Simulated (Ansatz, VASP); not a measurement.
**BaHg: VASP beside Ansatz**

```
CELL_PARAMETERS angstrom
4.02351 0.00000 0.00000
0.00000 4.02351 0.00000
0.00000 0.00000 4.02351
ATOMIC_POSITIONS crystal
Ba 0.00000 0.00000 0.00000
Hg 0.50000 0.50000 0.50000
```

Alike in both runs: functional LDA; k mesh 10 × 10 × 10; occupations fermi-dirac, width 0.05 eV; no spin polarisation.

Ansatz relaxed the structure, and its values are those at the end. VASP's run is a single point on that final structure, the one shown.

|  | VASP | Ansatz |
| --- | --- | --- |
| version | VASP 6.6.1 | Ansatz 0.2.0 |
| potentials or method | VASP PAW LDA potentials, release 64 (Ba_sv, Hg_sv_GW) | PAW with Ansatz's default frozen-core files, scalar-relativistic |
| plane-wave cutoff (eV) | 500 | 420 |
| valence electrons in the cell | 30 | 30 |

```tsv
	VASP	Ansatz	Ansatz less VASP
pressure (GPa)	0.1	0.0	-0.09
```

LDA's correlation is that of Perdew and Zunger in VASP and of Perdew and Wang (1992) in Ansatz.

Neither program's run includes spin-orbit coupling.
